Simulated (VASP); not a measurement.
# Gd (P6_3/mmc) in VASP: single point with revPBE

Aim: the single point of Gd with revPBE.

Program: VASP 6.6.1. These are calculated values, not measurements. Logs are shortened: lines on timing, memory, paths and dates and some standing lists are left out, and cuts for length are marked.

**1. The cell of the first run**

The structure is hexagonal, space group P6_3/mmc (No. 194). Conventional cell: a = 3.788 Å, b = 3.788 Å, c = 6.063 Å, α = 90.00°, β = 90.00°, γ = 120.00°. Gd (site symmetry -6m2) has 12 Gd at 3.74 to 3.79 Å within 4.9 Å.

**2. Single point, revPBE, collinear spin, ferromagnetic start (37.67 Å³/atom)**

INCAR reads:

```
ALGO = Normal
EDIFF = 1E-6
ENCUT = 520
GGA = RE
ISIF = 2
ISMEAR = -1
ISPIN = 2
LASPH = T
LCHARG = F
LMAXMIX = 6
LORBIT = 11
LREAL = F
LWAVE = F
MAGMOM = 7.394 7.394
NBANDS = 29
NELM = 150
PREC = Accurate
SIGMA = 0.05
```

KPOINTS reads:

```
k-points
0
Gamma
  13 13 7
```

POSCAR reads:

```
Gd
1.0
    3.7878733383      0.0000000000      0.0000000000
   -1.8939366692      3.2803945373      0.0000000000
    0.0000000000      0.0000000000      6.0633885308
Gd
2
Direct
    0.3333333333      0.6666666667      0.2500000000
    0.6666666667      0.3333333333      0.7500000000
```

Potentials or basis: VASP PAW PBE potentials, release 64 (Gd).

Command:

```sh
$ cat potpaw_PBE.64/Gd/POTCAR > POTCAR
$ mpirun -np 1 vasp_std > vasp.out
```

OUTCAR:

```text
EDIFF = 1E-6
   ENCUT = 520
   GGA = RE
   ISIF = 2
   ISMEAR = -1
   ISPIN = 2
   LASPH = T
   LORBIT = 11
   LREAL = F
   NELM = 150
   PREC = Accurate

 ion  position               nearest neighbor table
   1  0.333  0.667  0.250-
   2  0.667  0.333  0.750-

  LATTYP: Found a hexagonal cell.
 ALAT       =     3.7878733383
 C/A-ratio  =     1.6007368751

  Lattice vectors:

 A1 = (   3.7878733383,   0.0000000000,   0.0000000000)
 A2 = (  -1.8939366692,   3.2803945373,   0.0000000000)
 A3 = (   0.0000000000,   0.0000000000,   6.0633885308)

Analysis of symmetry for initial positions (statically):
=====================================================================
 Subroutine PRICEL returns:
 Original cell was already a primitive cell.

 Routine SETGRP: Setting up the symmetry group for a
 hexagonal supercell.

 Subroutine GETGRP returns: Found 24 space group operations
 (whereof 12 operations were pure point group operations)
 out of a pool of 24 trial point group operations.

The static configuration has the point symmetry D_3d.
 The point group associated with its full space group is D_6h.

Analysis of symmetry for dynamics (positions and initial velocities):
=====================================================================
 Subroutine PRICEL returns:
 Original cell was already a primitive cell.

 Routine SETGRP: Setting up the symmetry group for a
 hexagonal supercell.

 Subroutine GETGRP returns: Found 24 space group operations
 (whereof 12 operations were pure point group operations)
 out of a pool of 24 trial point group operations.

The dynamic configuration has the point symmetry D_3d.
 The point group associated with its full space group is D_6h.

Analysis of structural, dynamic, and magnetic symmetry:
=====================================================================
 Subroutine PRICEL returns:
 Original cell was already a primitive cell.

 Routine SETGRP: Setting up the symmetry group for a
 hexagonal supercell.

 Subroutine GETGRP returns: Found 24 space group operations
 (whereof 12 operations were pure point group operations)
 out of a pool of 24 trial point group operations.

The overall configuration has the point symmetry D_3d.
 The point group associated with its full space group is D_6h.

 Subroutine INISYM returns: Found 24 space group operations
 (whereof 12 operations are pure point group operations),
 and found     1 'primitive' translations

----------------------------------------------------------------------------------------

                                     Primitive cell

  volume of cell :      75.3420

  direct lattice vectors                    reciprocal lattice vectors
     3.787873338  0.000000000  0.000000000     0.264000380  0.152420690  0.000000000
    -1.893936669  3.280394537  0.000000000     0.000000000  0.304841381  0.000000000
     0.000000000  0.000000000  6.063388531     0.000000000  0.000000000  0.164924282

  length of vectors
     3.787873338  3.787873338  6.063388531     0.304841381  0.304841381  0.164924282

  position of ions in fractional coordinates (direct lattice)
     0.333333333  0.666666667  0.250000000
     0.666666667  0.333333333  0.750000000

  ion indices of the primitive-cell ions
   primitive index   ion index
                 1           1
                 2           2

----------------------------------------------------------------------------------------

 KPOINTS: k-points

Automatic generation of k-mesh.
 Grid dimensions read from file:
 generate k-points for:   13   13    7

 Generating k-lattice:

  Cartesian coordinates                     Fractional coordinates (reciprocal lattice)
     0.020307722  0.011724668  0.000000000     0.076923077  0.000000000  0.000000000
     0.000000000  0.023449337  0.000000000     0.000000000  0.076923077  0.000000000
     0.000000000  0.000000000  0.023560612     0.000000000  0.000000000  0.142857143

  Length of vectors
     0.023449337  0.023449337  0.023560612

  Shift w.r.t. Gamma in fractional coordinates (k-lattice)
     0.000000000  0.000000000  0.000000000

 Subroutine IBZKPT returns following result:
 ===========================================

 Found     84 irreducible k-points:

 Following reciprocal coordinates:
            Coordinates               Weight
  0.000000  0.000000  0.000000      1.000000
  0.076923  0.000000  0.000000      6.000000
  0.153846  0.000000  0.000000      6.000000
  0.230769 -0.000000  0.000000      6.000000
  0.307692  0.000000  0.000000      6.000000
  0.384615  0.000000  0.000000      6.000000
[... 16 lines left out ...]
  0.076923  0.000000  0.142857     12.000000
  0.153846  0.000000  0.142857     12.000000
 [... further k-points ...]
   k-points           NKPTS =     84   k-points in BZ     NKDIM =     84   number of bands    NBANDS=     29
   number of dos      NEDOS =    301   number of ions     NIONS =      2
   total plane-waves  NPLWV =  37632
   dimension x,y,z NGX =    28 NGY =   28 NGZ =   48
   dimension x,y,z NGXF=    56 NGYF=   56 NGZF=   96
   ions per type =               2
   NGX,Y,Z   is equivalent  to a cutoff of  12.29, 12.29, 13.16 a.u.
   NGXF,Y,Z  is equivalent  to a cutoff of  24.58, 24.58, 26.32 a.u.
 SYSTEM =  unknown system
   PREC   = accura    normal or accurate (medium, high low for compatibility)
   ISTART =      0    job   : 0-new  1-cont  2-samecut
   ICHARG =      2    charge: 1-file 2-atom 10-const
   ISPIN  =      2    spin polarized calculation?
   LNONCOLLINEAR =      F non collinear calculations
   LSORBIT =      F    spin-orbit coupling
   LASPH  =      T    aspherical Exc in radial PAW
   ENCUT  =  520.0 eV  38.22 Ry    6.18 a.u.   7.04  7.04 11.27*2*pi/ulx,y,z
   NELM   =    150;   NELMIN=  2; NELMDL= -5     # of ELM steps
   EDIFF  = 0.1E-05   stopping-criterion for ELM
   LREAL  =      F    real-space projection
   EDIFFG = 0.1E-04   stopping-criterion for IOM
   NSW    =      0    number of steps for IOM
   IBRION =     -1    ionic relax: 0-MD 1-quasi-New 2-CG
   NFREE  =      0    steps in history (QN), initial steepest desc. (CG)
   ISIF   =      2    stress and relaxation
   ISYM   =      2    0-nonsym 1-usesym 2-fastsym
   POTIM  = 0.5000    time-step for ionic-motion
   TEBEG  =    0.0;   TEEND  =   0.0 temperature during run
   PSTRESS=    0.0 pullay stress
   NELECT =      36.0000    total number of electrons
   NUPDOWN=      -1.0000    fix difference up-down
   EMIN   =  10.00;   EMAX   =-10.00  energy-range for DOS
   EFERMI =   0.00;   METHOD = LEGACY
   ISMEAR =    -1;   SIGMA  =   0.05  broadening in eV -4-tet -1-fermi 0-gaus
   EFERMI_NEDOS =   21; number of points for ismear=-14 and -15
   IALGO  =     38    algorithm
   IMIX   =      4    mixing-type and parameters
     AMIX     =   0.40;   BMIX     =  1.00
     AMIX_MAG =   1.60;   BMIX_MAG =  1.00
  volume/ion in A,a.u.               =      37.67       254.22
  Fermi-wavevector in a.u.,A,eV,Ry     =   1.279863  2.418590 22.287001  1.638048
  Thomas-Fermi vector in A             =   2.412324
   LORBIT       =     11    0 simple, 1 ext, 2 COOP (PROOUT), +10 PAW based schemes
   GGA     = RE    functional components
   LHFCALC =     F    Hartree Fock is set to
   AEXX    =    0.0000 exact exchange contribution
   IVDW    =     0    specifies the selected vdW correction
   LEPSILON=     F    determine dielectric tensor
   LRPA    =     F    only Hartree local field effects (RPA)
 spin polarized calculation
  energy-cutoff  :      520.00
  volume of cell :       75.34
 maximum number of plane-waves:      2044
   NGX = 15   NGY = 15   NGZ = 23

 number of electron      36.0000003 magnetization      15.4346740

 Free energy of the ion-electron system (eV)
  ---------------------------------------------------
  ext. energy  EPLUGINS =         0.00000000
  ---------------------------------------------------
  free energy    TOTEN  =       -22.97162028 eV

  energy without entropy =      -22.93816997  energy(sigma->0) =      -22.95489512

 E-fermi :   2.4715     XC(G=0):  -9.3255

 val. band max:        2.4669490429   @ k =   0.3077   0.0000   0.1429
 cond. band min:       2.4817800647   @ k =   0.0769   0.0769   0.4286
 fundamental gap:      0.0148310218
 Fermi energy:         2.4715069795

 spin component 1

 k-point     1 :       0.0000    0.0000    0.0000
  band No.  band energies     occupation
      1     -43.1158      1.00000
      2     -43.0785      1.00000
      3     -20.6958      1.00000
      4     -20.2996      1.00000
      5     -20.2996      1.00000
      6     -20.2313      1.00000
[... 21 lines left out ...]
     28       3.7910      0.00000
     29       4.2181      0.00000
[... 705 lines left out ...]
 k-point    24 :       0.1538    0.0000    0.1429
  band No.  band energies     occupation
      1     -43.1078      1.00000
      2     -43.0776      1.00000
      3     -20.6456      1.00000
      4     -20.3638      1.00000
      5     -20.3202      1.00000
      6     -20.3181      1.00000
[... 21 lines left out ...]
     28       3.8997      0.00000
     29       4.0140      0.00000

 [... further k-points ...]

 spin component 2

 k-point     1 :       0.0000    0.0000    0.0000
  band No.  band energies     occupation
      1     -39.8220      1.00000
      2     -39.7745      1.00000
      3     -18.4054      1.00000
      4     -17.9092      1.00000
      5     -17.9092      1.00000
      6     -17.8342      1.00000
[... 21 lines left out ...]
     28       5.0127      0.00000
     29       5.4556      0.00000
[... 705 lines left out ...]
 k-point    24 :       0.1538    0.0000    0.1429
  band No.  band energies     occupation
      1     -39.8118      1.00000
      2     -39.7733      1.00000
      3     -18.3440      1.00000
      4     -17.9889      1.00000
      5     -17.9395      1.00000
      6     -17.9323      1.00000
[... 21 lines left out ...]
     28       5.1159      0.00000
     29       5.1619      0.00000

 [... further k-points ...]

------------------------ aborting loop because EDIFF is reached ----------------------------------------

  FORCE on cell =-STRESS in cart. coord.  units (eV):
  Direction    XX          YY          ZZ          XY          YZ          ZX
  --------------------------------------------------------------------------------------
  -------------------------------------------------------------------------------------
  Total       -1.0427966     -1.0427966     -0.9789142      0.0000000      0.0000000     -0.0000000
  in kB      -22.1754911    -22.1754911    -20.8170071      0.0000000      0.0000000     -0.0000000
  external PRESSURE =     -21.7226631 kB  Pullay stress =       0.0000000 kB

 VOLUME and BASIS-vectors are now :
 -----------------------------------------------------------------------------
  energy-cutoff  :      520.00
  volume of cell :       75.34
      direct lattice vectors                 reciprocal lattice vectors
     3.787873338  0.000000000  0.000000000     0.264000380  0.152420690  0.000000000
    -1.893936669  3.280394537  0.000000000     0.000000000  0.304841381  0.000000000
     0.000000000  0.000000000  6.063388531     0.000000000  0.000000000  0.164924282

 POSITION                                       TOTAL-FORCE (eV/Angst)
 -----------------------------------------------------------------------------------
     -0.00000      2.18693      1.51585        -0.000000      0.000000      0.000000
      1.89394      1.09346      4.54754         0.000000      0.000000      0.000000
 -----------------------------------------------------------------------------------
    total drift:                                0.000000     -0.000000      0.000000

  FREE ENERGIE OF THE ION-ELECTRON SYSTEM (eV)
  ---------------------------------------------------
  free  energy   TOTEN  =       -22.9716202750 eV

  energy  without entropy=      -22.9381699689  energy(sigma->0) =      -22.95489512

 total charge

# of ion       s       p       d       f       tot
--------------------------------------------------
    1        2.066   5.583   0.505   6.999  15.152
    2        2.066   5.583   0.505   6.999  15.152
--------------------------------------------------
tot          4.131  11.165   1.009  13.998  30.303

 magnetization (x)

# of ion       s       p       d       f       tot
--------------------------------------------------
    1        0.002  -0.058   0.228   6.813   6.985
    2        0.002  -0.058   0.228   6.813   6.985
--------------------------------------------------
tot          0.004  -0.116   0.456  13.626  13.970
```

Run time: 43 min. Hardware: 1 thread of Intel Xeon 8259CL, shared host; peak memory 0.43 GiB.

What came out:

- Free energy: -22.9716 eV
- Pressure: -2.2 GPa
- Net moment: 15.43 μB per cell
- Site moments: Gd +6.99 μB
- Valence electrons inside the program's atomic spheres: Gd 15.15

Caveat: the PAW data sets were made with another functional, which shifts forces and pressure a little; spin-orbit coupling is left out, which moves the levels of the heavy elements; semilocal functionals describe open f shells poorly, which spoils levels, moments and volumes. The state reached can hang on the start; a lower one may exist.
